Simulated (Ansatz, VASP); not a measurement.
**As in VASP and in Ansatz**

Contents of POSCAR:

```
As
1.0
    0.0000000000      2.0916114635      2.0916114635
    2.0916114635      0.0000000000      2.0916114635
    2.0916114635      2.0916114635      0.0000000000
As
1
Direct
    0.0000000000      0.0000000000      0.0000000000
```

Contents of INCAR.step1:

```
SYSTEM = As
  PREC = Accurate
  ENCUT = 600
  ISMEAR = -1
  SIGMA = 0.1
  LREAL = .FALSE.
  LASPH = .TRUE.
  NELM = 80
  GGA = PE
  ALGO = Normal
  EDIFF = 1E-4
  LWAVE = .TRUE.
  LCHARG = .FALSE.
```

Contents of INCAR.step2:

```
SYSTEM = As
  PREC = Accurate
  ENCUT = 600
  EDIFF = 1E-7
  ISMEAR = -1
  SIGMA = 0.1
  LREAL = .FALSE.
  LASPH = .TRUE.
  NELM = 80
  ALGO = Normal
  ISIF = 3
  LWAVE = .FALSE.
  LCHARG = .FALSE.
  METAGGA = R2SCAN
  LMIXTAU = .TRUE.
  IBRION = 2
  NSW = 80
  EDIFFG = -0.01
  ISTART = 1
```

Contents of KPOINTS:

```
regular mesh
0
G
  13 13 13
  0 0 0
```

Input for Ansatz:

```yaml
crystal:
  lattice:
    - [0.0, 2.0916114635, 2.0916114635]
    - [2.0916114635, 0.0, 2.0916114635]
    - [2.0916114635, 2.0916114635, 0.0]
  atoms:
    - { symbol: As, position: [0.0, 0.0, 0.0] }
hamiltonian:
  xc: r2scan
  pseudopotentials:
    kind: paw
    azcp:
      As: "pseudopotentials/As.paw.azcp"
basis:
  ecutwfc: 500
  fft_grid_basis: typed
kpoints:
  mp_grid: { grid: [13, 13, 13], shift: [0, 0, 0] }
magnetization:
  spin_polarized: false
scf:
  occupations: { method: fermi_dirac, width: 0.1 }
relax:
  max_steps: 60
  f_tol: 0.01
  cell: {}
output:
  write_density: true
  write_potential: true
  elf: true
  volumetric_format: npy
```

Alike in both runs: task relaxation of cell and atoms; functional r2SCAN; k mesh 13 × 13 × 13; occupations fermi-dirac, width 0.1 eV; no spin polarisation.

|  | VASP | Ansatz |
| --- | --- | --- |
| version | VASP 6.6.1 | Ansatz 0.2.0 |
| potentials or method | VASP PAW PBE potentials, release 64 (As), cutoff 600 eV | plane waves (500 eV) with PAW, scalar-relativistic |
| valence electrons in the cell | 5 | 15 |

|  | VASP | Ansatz | Ansatz less VASP |
| --- | --- | --- | --- |
| relaxed volume (Å³/atom) | 19.08 | 19.11 | +0.025 |
| relaxed cell length with the largest relative difference (Å) | 2.999 | 3.001 | +0.0013 |

VASP's potentials were made for PBE, not for r2SCAN. VASP's potentials hold 5 valence electrons a cell and Ansatz's 15, so a difference there can come from the potentials and not from the codes.
